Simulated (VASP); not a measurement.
Here is a VASP 6.6.1 calculation.

File POSCAR:

```
Mo
1.0
    2.8615627163      0.0000000000      0.0000000000
   -1.4307813582      2.4781860068      0.0000000000
    0.0000000000      0.0000000000      2.6729234267
Mo
1
Direct
    0.0000000000      0.0000000000      0.5000000000
```

Contents of INCAR.step1:

```
SYSTEM = Mo
PREC     = Accurate       ! precision mode
ENCUT    = 520            ! plane-wave cutoff, eV
ISMEAR   = 0              ! smearing method
SIGMA    = 0.1            ! smearing width, eV
LREAL    = .FALSE.        ! projectors in reciprocal space
LASPH    = .TRUE.         ! aspherical terms in the spheres
NELM     = 60             ! most SCF steps
NBANDS   = 13             ! bands
GGA      = PE             ! functional
ALGO     = Normal         ! electronic algorithm
EDIFF    = 1E-4           ! SCF threshold, eV
LWAVE    = .TRUE.         ! write WAVECAR
LCHARG   = .FALSE.        ! write CHGCAR
```

Contents of INCAR.step2:

```
SYSTEM = Mo
PREC     = Accurate       ! precision mode
ENCUT    = 520            ! plane-wave cutoff, eV
EDIFF    = 1E-6           ! SCF threshold, eV
ISMEAR   = 0              ! smearing method
SIGMA    = 0.1            ! smearing width, eV
LREAL    = .FALSE.        ! projectors in reciprocal space
LASPH    = .TRUE.         ! aspherical terms in the spheres
NELM     = 60             ! most SCF steps
ALGO     = Normal         ! electronic algorithm
ISIF     = 2              ! what is computed and relaxed
LWAVE    = .FALSE.        ! write WAVECAR
LCHARG   = .FALSE.        ! write CHGCAR
METAGGA  = R2SCAN         ! meta-GGA
LMIXTAU  = .TRUE.       
NBANDS   = 13             ! bands
ISTART   = 1
```

File KPOINTS:

```
regular mesh
0
G
  18 18 16
  0 0 0
```

Potentials or basis: VASP PAW PBE potentials, release 64 (Mo_sv).

Launch:

```console
$ cat potpaw_PBE.64/Mo_sv/POTCAR > POTCAR
$ cp INCAR.step1 INCAR
$ mpirun -np 1 vasp_std > vasp.out
$ cp INCAR.step2 INCAR
$ mpirun -np 1 vasp_std > vasp.out
```

(1) Estimate the band gap on the k mesh.

(2) Predict the pressure.

Answers

(1) zero (band 7 reaches 10.34 eV, above the bottom of band 8 at 8.88 eV).

(2) -21.2 GPa.

Caveat: the cell differs from its parent crystal (functional r2SCAN, strained); the PAW data sets were made with another functional, which shifts forces and pressure a little.
